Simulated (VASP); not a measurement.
# BN (NiAs type) (P6_3/mmc) in VASP: a series of runs

The runs below take BN (NiAs type) through relaxation of cell and atoms, single point, with PBE.

Everything below comes from runs of VASP 6.6.1. Logs are shortened: lines on timing, memory, paths and dates and some standing lists are left out, and cuts for length are marked.

**1. The cell of the first run**

It takes space group P6_3/mmc (No. 194, hexagonal). The conventional cell has a = 2.238 Å, b = 2.238 Å, c = 3.469 Å, α = 90.00°, β = 90.00°, γ = 120.00°. B (site symmetry -3m) has 6 N at 1.56 Å and 2 B at 1.73 Å within 2.1 Å. Within 2.1 Å of N (site symmetry -6m2) lie 6 B at 1.56 Å.

**2. Relaxation of cell and atoms, PBE, target pressure 270 GPa, at which the enthalpy is minimised**

The input, INCAR:

```
SYSTEM = BN
  PREC = Accurate
  ENCUT = 600
  EDIFF = 1E-7
  ISMEAR = -1
  SIGMA = 0.05
  LREAL = .FALSE.
  LASPH = .TRUE.
  NELM = 100
  ALGO = Normal
  ISIF = 3
  LWAVE = .FALSE.
  LCHARG = .FALSE.
  GGA = PE
  IBRION = 2
  NSW = 60
  EDIFFG = -0.005
  PSTRESS = 2700.0
```

The input, KPOINTS:

```
Automatic mesh
0
G
  13 13 8
  0 0 0
```

The input, POSCAR:

```
BN
1.0
    2.2382097752      0.0000000000      0.0000000000
   -1.1191048876      1.9383465243      0.0000000000
    0.0000000000      0.0000000000      3.4692251516
B N
2 2
Direct
    0.0000000000      0.0000000000      0.0000000000
    0.0000000000      0.0000000000      0.5000000000
    0.3333333333      0.6666666667      0.2500000000
    0.6666666667      0.3333333333      0.7500000000
```

Potentials or basis: VASP PAW PBE potentials, release 64 (B, N).

Started as:

```
cat potpaw_PBE.64/B/POTCAR potpaw_PBE.64/N/POTCAR > POTCAR
mpirun -np 1 vasp_std > vasp.out
```

OUTCAR:

```text
SYSTEM = BN
   PREC = Accurate
   ENCUT = 600
   EDIFF = 1E-7
   ISMEAR = -1
   LREAL = .FALSE.
   LASPH = .TRUE.
   NELM = 100
   ISIF = 3
   GGA = PE
   IBRION = 2
   NSW = 60
   EDIFFG = -0.005
   PSTRESS = 2700.0

 ion  position               nearest neighbor table
   1  0.000  0.000  0.000-   3 1.56   4 1.56   3 1.56   4 1.56   4 1.56   3 1.56   2 1.73   2 1.73

   2  0.000  0.000  0.500-   3 1.56   4 1.56   3 1.56   4 1.56   4 1.56   3 1.56   1 1.73   1 1.73

   3  0.333  0.667  0.250-   1 1.56   2 1.56   1 1.56   2 1.56   1 1.56   2 1.56
   4  0.667  0.333  0.750-   1 1.56   2 1.56   1 1.56   2 1.56   1 1.56   2 1.56

  LATTYP: Found a hexagonal cell.
 ALAT       =     2.2382097752
 C/A-ratio  =     1.5500000000

  Lattice vectors:

 A1 = (   2.2382097752,   0.0000000000,   0.0000000000)
 A2 = (  -1.1191048876,   1.9383465243,   0.0000000000)
 A3 = (   0.0000000000,   0.0000000000,   3.4692251516)

Analysis of symmetry for initial positions (statically):
=====================================================================
 Subroutine PRICEL returns:
 Original cell was already a primitive cell.

 Routine SETGRP: Setting up the symmetry group for a
 hexagonal supercell.

 Subroutine GETGRP returns: Found 24 space group operations
 (whereof 12 operations were pure point group operations)
 out of a pool of 24 trial point group operations.

The static configuration has the point symmetry D_3d.
 The point group associated with its full space group is D_6h.

Analysis of symmetry for dynamics (positions and initial velocities):
=====================================================================
 Subroutine PRICEL returns:
 Original cell was already a primitive cell.

 Routine SETGRP: Setting up the symmetry group for a
 hexagonal supercell.

 Subroutine GETGRP returns: Found 24 space group operations
 (whereof 12 operations were pure point group operations)
 out of a pool of 24 trial point group operations.

The dynamic configuration has the point symmetry D_3d.
 The point group associated with its full space group is D_6h.

 Subroutine INISYM returns: Found 24 space group operations
 (whereof 12 operations are pure point group operations),
 and found     1 'primitive' translations

----------------------------------------------------------------------------------------

                                     Primitive cell

  volume of cell :      15.0510

  direct lattice vectors                    reciprocal lattice vectors
     2.238209775  0.000000000  0.000000000     0.446785646  0.257951813  0.000000000
    -1.119104888  1.938346524  0.000000000     0.000000000  0.515903626  0.000000000
     0.000000000  0.000000000  3.469225152     0.000000000  0.000000000  0.288248804

  length of vectors
     2.238209775  2.238209775  3.469225152     0.515903626  0.515903626  0.288248804

  position of ions in fractional coordinates (direct lattice)
     0.000000000  0.000000000  0.000000000
     0.000000000  0.000000000  0.500000000
     0.333333333  0.666666667  0.250000000
     0.666666667  0.333333333  0.750000000

  ion indices of the primitive-cell ions
   primitive index   ion index
                 1           1
                 2           2
                 3           3
                 4           4

----------------------------------------------------------------------------------------

 KPOINTS: Automatic mesh

Automatic generation of k-mesh.
 Grid dimensions read from file:
 generate k-points for:   13   13    8

 Generating k-lattice:

  Cartesian coordinates                     Fractional coordinates (reciprocal lattice)
     0.034368127  0.019842447  0.000000000     0.076923077  0.000000000  0.000000000
     0.000000000  0.039684894  0.000000000     0.000000000  0.076923077  0.000000000
     0.000000000  0.000000000  0.036031100     0.000000000  0.000000000  0.125000000

  Length of vectors
     0.039684894  0.039684894  0.036031100

  Shift w.r.t. Gamma in fractional coordinates (k-lattice)
     0.000000000  0.000000000  0.000000000

 Subroutine IBZKPT returns following result:
 ===========================================

 Found    105 irreducible k-points:

 Following reciprocal coordinates:
            Coordinates               Weight
  0.000000  0.000000  0.000000      1.000000
  0.076923  0.000000  0.000000      6.000000
  0.153846 -0.000000  0.000000      6.000000
  0.230769  0.000000  0.000000      6.000000
  0.307692 -0.000000  0.000000      6.000000
  0.384615 -0.000000  0.000000      6.000000
[... 16 lines left out ...]
  0.076923  0.000000  0.125000     12.000000
  0.153846 -0.000000  0.125000     12.000000
 [... further k-points ...]
   k-points           NKPTS =    105   k-points in BZ     NKDIM =    105   number of bands    NBANDS=     12
   number of dos      NEDOS =    301   number of ions     NIONS =      4
   total plane-waves  NPLWV =   9072
   dimension x,y,z NGX =    18 NGY =   18 NGZ =   28
   dimension x,y,z NGXF=    36 NGYF=   36 NGZF=   56
   ions per type =               2   2
   NGX,Y,Z   is equivalent  to a cutoff of  13.37, 13.37, 13.42 a.u.
   NGXF,Y,Z  is equivalent  to a cutoff of  26.74, 26.74, 26.84 a.u.
 SYSTEM =  BN
   PREC   = accura    normal or accurate (medium, high low for compatibility)
   ISTART =      0    job   : 0-new  1-cont  2-samecut
   ICHARG =      2    charge: 1-file 2-atom 10-const
   ISPIN  =      1    spin polarized calculation?
   LNONCOLLINEAR =      F non collinear calculations
   LSORBIT =      F    spin-orbit coupling
   LASPH  =      T    aspherical Exc in radial PAW
   ENCUT  =  600.0 eV  44.10 Ry    6.64 a.u.   4.47  4.47  6.93*2*pi/ulx,y,z
   NELM   =    100;   NELMIN=  2; NELMDL= -5     # of ELM steps
   EDIFF  = 0.1E-06   stopping-criterion for ELM
   LREAL  =      F    real-space projection
   EDIFFG = -.5E-02   stopping-criterion for IOM
   NSW    =     60    number of steps for IOM
   IBRION =      2    ionic relax: 0-MD 1-quasi-New 2-CG
   NFREE  =      1    steps in history (QN), initial steepest desc. (CG)
   ISIF   =      3    stress and relaxation
   ISYM   =      2    0-nonsym 1-usesym 2-fastsym
   POTIM  = 0.5000    time-step for ionic-motion
   TEBEG  =    0.0;   TEEND  =   0.0 temperature during run
   PSTRESS= 2700.0 pullay stress
   NELECT =      16.0000    total number of electrons
   NUPDOWN=      -1.0000    fix difference up-down
   EMIN   =  10.00;   EMAX   =-10.00  energy-range for DOS
   EFERMI =   0.00;   METHOD = LEGACY
   ISMEAR =    -1;   SIGMA  =   0.05  broadening in eV -4-tet -1-fermi 0-gaus
   EFERMI_NEDOS =   21; number of points for ismear=-14 and -15
   IALGO  =     38    algorithm
   IMIX   =      4    mixing-type and parameters
     AMIX     =   0.40;   BMIX     =  1.00
     AMIX_MAG =   1.60;   BMIX_MAG =  1.00
  volume/ion in A,a.u.               =       3.76        25.39
  Fermi-wavevector in a.u.,A,eV,Ry     =   1.670808  3.157370 37.982024  2.791600
  Thomas-Fermi vector in A             =   2.756241
   LORBIT       =      0    0 simple, 1 ext, 2 COOP (PROOUT), +10 PAW based schemes
   GGA     = PE    functional components
   LHFCALC =     F    Hartree Fock is set to
   AEXX    =    0.0000 exact exchange contribution
   IVDW    =     0    specifies the selected vdW correction
   LEPSILON=     F    determine dielectric tensor
   LRPA    =     F    only Hartree local field effects (RPA)
 conjugate gradient relaxation of ions
 non-spin polarized calculation
  energy-cutoff  :      600.00
  volume of cell :       15.05
 maximum number of plane-waves:       523
 NGX is ok and might be reduce to    18
   NGX =  9   NGY =  9   NGZ = 13

--------------------------------------- Ionic step        1  -------------------------------------------

 number of electron      16.0000004 magnetization

 Free energy of the ion-electron system (eV)
  ---------------------------------------------------
  ext. energy  EPLUGINS =         0.00000000
  ---------------------------------------------------
  free energy    TOTEN  =       -23.38807388 eV

  energy without entropy =      -23.38807388  energy(sigma->0) =      -23.38807388

------------------------ aborting loop because EDIFF is reached ----------------------------------------

  FORCE on cell =-STRESS in cart. coord.  units (eV):
  Direction    XX          YY          ZZ          XY          YZ          ZX
  --------------------------------------------------------------------------------------
  -------------------------------------------------------------------------------------
  Total       23.2293709     23.2293709     31.9492919      0.0000000      0.0000000      0.0000000
  in kB     2472.7677963   2472.7677963   3401.0038632      0.0000000      0.0000000      0.0000000
  external PRESSURE =      82.1798186 kB  Pullay stress =    2700.0000000 kB
[... 225 lines left out ...]
  enthalpy is  TOTEN    =         1.8294646252 eV   P V=       25.4733517556

--------------------------------------- Ionic step        7  -------------------------------------------

 number of electron      16.0000004 magnetization

 Free energy of the ion-electron system (eV)
  ---------------------------------------------------
  ext. energy  EPLUGINS =         0.00000000
  ---------------------------------------------------
  free energy    TOTEN  =       -23.64004796 eV

  energy without entropy =      -23.64004796  energy(sigma->0) =      -23.64004796

 E-fermi :  16.9708     XC(G=0): -15.5137

 val. band max:       15.9379693281   @ k =   0.1538  -0.0000   0.0000
 cond. band min:      19.7161988736   @ k =   0.3077   0.3077   0.0000
 fundamental gap:      3.7782295455
 Fermi energy:        16.9707538037

 k-point     1 :       0.0000    0.0000    0.0000
  band No.  band energies     occupation
      1     -11.9024      2.00000
      2      -5.2180      2.00000
      3      -0.3873      2.00000
      4      14.0492      2.00000
      5      14.0492      2.00000
      6      14.9252      2.00000
      7      14.9252      2.00000
      8      15.3792      2.00000
      9      26.6178      0.00000
     10      26.6178      0.00000
     11      26.8165      0.00000
     12      26.8165      0.00000
[... 331 lines left out ...]
 k-point    24 :       0.1538   -0.0000    0.1250
  band No.  band energies     occupation
      1     -11.0310      2.00000
      2      -5.1903      2.00000
      3       1.1463      2.00000
      4       9.7699      2.00000
      5      11.6917      2.00000
      6      13.5690      2.00000
      7      14.6745      2.00000
      8      15.6966      2.00000
      9      24.5959      0.00000
     10      25.4242      0.00000
     11      25.9601      0.00000
     12      27.7380      0.00000

 [... further k-points ...]
[... 5 lines left out ...]
  --------------------------------------------------------------------------------------
  -------------------------------------------------------------------------------------
  Total       25.4832315     25.4832315     25.4610570      0.0000000      0.0000000      0.0000000
  in kB     2701.4543187   2701.4543186   2699.1036165      0.0000000      0.0000000      0.0000000
  external PRESSURE =       0.6707513 kB  Pullay stress =    2700.0000000 kB
[... 19 lines left out ...]
  FREE ENERGIE OF THE ION-ELECTRON SYSTEM (eV)
  ---------------------------------------------------
  free  energy   TOTEN  =       -23.6400479567 eV

  energy  without entropy=      -23.6400479567  energy(sigma->0) =      -23.64004796

  enthalpy is  TOTEN    =         1.8294647614 eV   P V=       25.4695127180

 reached required accuracy - stopping structural energy minimisation
```

Run time: 60 s. Hardware: 1 thread of Intel Xeon Platinum 8488C (Sapphire Rapids), shared host; peak memory 0.14 GiB.

What came out:

| Item | Value |
| --- | --- |
| Free energy | -23.6400 eV |
| Relaxed volume | 3.78 Å³/atom |
| Relaxed cell | a = 2.205 Å, b = 2.205 Å, c = 3.590 Å, α = 90.00°, β = 90.00°, γ = 120.00° |
| Space group after relaxing (to 0.05 Å) | P6_3/mmc (No. 194) |
| Energy change on relaxing (the enthalpy is what falls) | -63.0 meV/atom |
| Ionic steps | 7 |
| Pressure after relaxing | 270.1 GPa |
| Band gap on the k mesh | 3.78 eV, indirect (least direct gap 7.22 eV) |

Stress tensor (GPa, compression positive):
```
270.15   0.00   0.00
  0.00 270.15   0.00
  0.00   0.00 269.91
```

The path:
```csv
step,energy change (eV),largest force (eV/Å),pressure (GPa),volume (Å³)
1,0.0000,0.0000,278.22,15.05
2,-0.5599,0.0000,245.01,15.42
3,-0.4526,0.0000,260.33,15.23
4,-0.4446,0.0000,260.77,15.23
5,0.2674,0.0000,294.82,14.82
6,-0.2558,0.0000,269.88,15.12
7,-0.2520,0.0000,270.07,15.11
```

Final structure:
```
B N
1.0
     2.20492    0.00000    0.00000
    -1.10246    1.90952    0.00000
     0.00000    0.00000    3.58964
B N
2 2
Direct
  0.00000 0.00000 0.00000
  0.00000 0.00000 0.50000
  0.33333 0.66667 0.25000
  0.66667 0.33333 0.75000
```

Levels at points of the mesh, in eV from the valence-band top:
| k point | band 4 | band 5 | band 6 | band 7 | band 8 | band 9 | band 10 | band 11 | band 12 |
| --- | --- | --- | --- | --- | --- | --- | --- | --- | --- |
| (0.00, 0.00, 0.00) | -1.89 | -1.89 | -1.01 | -1.01 | -0.56 | 10.68 | 10.68 | 10.88 | 10.88 |
| (0.00, 0.00, 0.50) | -8.16 | -1.26 | -1.26 | -1.26 | -1.26 | 9.52 | 9.52 | 9.52 | 9.52 |

Caveat: the cell is relaxed towards a set pressure, so the enthalpy falls and the energy may rise.

**3. Single point, PBE**

This run uses another cell than the first one, of 3.77 Å³/atom, 1.003 times its volume.

The input, INCAR:

```
SYSTEM = BN
  ALGO = Normal
  EDIFF = 1E-7
  ENCUT = 520
  GGA = PE
  ISIF = 2
  ISMEAR = -1
  LASPH = .TRUE.
  LCHARG = .FALSE.
  LREAL = .FALSE.
  LWAVE = .FALSE.
  NBANDS = 16
  NELM = 100
  PREC = Accurate
  SIGMA = 0.05
```

The input, KPOINTS:

```
k-points
0
G
  13 13 8
  0 0 0
```

The input, POSCAR:

```
BN
1.0
    2.2039560991      0.0000000000      0.0000000000
   -1.1019780495      1.9086819706      0.0000000000
    0.0000000000      0.0000000000      3.5891144463
B N
2 2
Direct
    0.0000000000      0.0000000000      0.0000000000
    0.0000000000      0.0000000000      0.5000000000
    0.3333333333      0.6666666667      0.2500000000
    0.6666666667      0.3333333333      0.7500000000
```

Potentials or basis: VASP PAW PBE potentials, release 64 (B, N).

Started as:

```
cat potpaw_PBE.64/B/POTCAR potpaw_PBE.64/N/POTCAR > POTCAR
mpirun -np 1 vasp_std > vasp.out
```

Run time: 13 s. Hardware: 1 thread of Intel Xeon Platinum 8375C at 2.90GHz (Ice Lake), shared host; peak memory 0.13 GiB.

It converged, with:

* Free energy: -23.6058 eV
* Pressure: 271.5 GPa
* Band gap on the k mesh: 3.78 eV, indirect (least direct gap 7.22 eV)

Stress tensor (GPa, compression positive):
```
271.71   0.00   0.00
  0.00 271.71   0.00
  0.00   0.00 270.94
```

Levels at points of the mesh, in eV from the valence-band top:
```csv
k point,band 6,band 7,band 8,band 9,band 10,band 11
"(0.00, 0.00, 0.00)",-1.01,-1.01,-0.57,10.12,10.69,10.69
"(0.00, 0.00, 0.50)",-1.26,-1.26,-1.26,9.53,9.53,9.53
```

**4. Single point, PBE**

This run uses another cell than the first one, of 3.77 Å³/atom, 1.003 times its volume.

The input, INCAR:

```
  PREC = Accurate
  ENCUT = 520
  EDIFF = 1E-6
  ISMEAR = -1
  SIGMA = 0.05
  LREAL = F
  LASPH = T
  NELM = 100
  ALGO = Normal
  ISIF = 2
  LWAVE = F
  LCHARG = F
  GGA = PE
  NBANDS = 16
```

The input, KPOINTS:

```
regular mesh
0
Gamma
  13 13 8
```

POSCAR is that of step 3.

Started as:

```
cat potpaw_PBE.64/B/POTCAR potpaw_PBE.64/N/POTCAR > POTCAR
mpirun -np 1 vasp_std > vasp.out
```

Wall time 17 s (1 thread of Intel Xeon Platinum 8375C at 2.90GHz (Ice Lake), shared host); peak memory 0.13 GiB.

It converged, with:

* Free energy: -23.6058 eV
* Pressure: 271.5 GPa
* Band gap on the k mesh: 3.78 eV, indirect (least direct gap 7.22 eV)

Stress tensor (GPa, compression positive):
```
271.71   0.00   0.00
  0.00 271.71   0.00
  0.00   0.00 270.94
```

Levels at points of the mesh, in eV from the valence-band top:
| k point | band 5 | band 6 | band 7 | band 8 | band 9 | band 10 | band 11 | band 12 |
| --- | --- | --- | --- | --- | --- | --- | --- | --- |
| (0.00, 0.00, 0.00) | -1.89 | -1.01 | -1.01 | -0.57 | 10.12 | 10.69 | 10.69 | 10.89 |
| (0.00, 0.00, 0.50) | -1.26 | -1.26 | -1.26 | -1.26 | 9.53 | 9.53 | 9.53 | 9.53 |
